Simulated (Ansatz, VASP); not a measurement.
C: VASP beside Ansatz

Contents of INCAR:

```
PREC = Accurate
ENCUT = 600
EDIFF = 1E-6
ISMEAR = 0
SIGMA = 0.1
LREAL = F
LASPH = T
NELM = 200
ALGO = Normal
ISIF = 2
LWAVE = F
LCHARG = F
ISPIN = 2
MAGMOM = 1 1
LORBIT = 11
GGA = PE
NBANDS = 15
GGA_COMPAT = F
```

File KPOINTS:

```
regular mesh
0
Gamma
  8 8 8
```

The input POSCAR:

```
C
1.0
    2.2594533100      0.0000000000      0.0000000000
    0.0000000000      2.2594533100      0.0000000000
    0.0000000000      0.0000000000      2.0660581900
C
2
Direct
    0.5000000000      0.0000000000      0.9975093800
    0.0000000000      0.5000000000      0.0024906200
```

Input for Ansatz:

```yaml
crystal:
  lattice:
    - [2.25945331, 0.0, 0.0]
    - [0.0, 2.25945331, 0.0]
    - [0.0, 0.0, 2.06605819]
  atoms:
    - { symbol: C, position: [0.5, 0.0, 0.99750938], spin: 1.0 }
    - { symbol: C, position: [0.0, 0.5, 0.00249062], spin: 1.0 }
basis:
  ecutwfc: 420
kpoints:
  mp_grid: { grid: [8, 8, 8] }
hamiltonian:
  xc: pbe
scf:
  occupations: { method: gaussian, width: 0.1 }
  lower_state_search: "off"
output:
  forces: true
  stress: true
  eigenvalues: true
  populations: true
magnetization:
  spin_polarized: true
```

Alike in both runs: task single point; functional PBE; k mesh 8 × 8 × 8; occupations gaussian, width 0.1 eV; collinear spin.

|  | VASP | Ansatz |
| --- | --- | --- |
| version | VASP 6.6.1 | Ansatz 0.2.0 |
| potentials or method | VASP PAW PBE potentials, release 64 (C), cutoff 600 eV | scalar-relativistic, plane waves, PAW |
| valence electrons in the cell | 8 | 8 |

|  | VASP | Ansatz | Ansatz less VASP |
| --- | --- | --- | --- |
| gap on the k mesh at the Fermi level (eV) | none | none | - |
| rms of the force components (eV/Å) | 0.080 | 0.080 | +0.0001 |
| net moment per atom (μB) | 0.00 | 0.00 | 0.000 |

Atom by atom the forces differ by 0.000 eV/Å (rms over components). A gap of «none» marks a metal or a gap that the smearing closes. Ansatz's warnings: seeded moment not kept.

The k mesh is coarse, so the values compare programs but aren't converged.
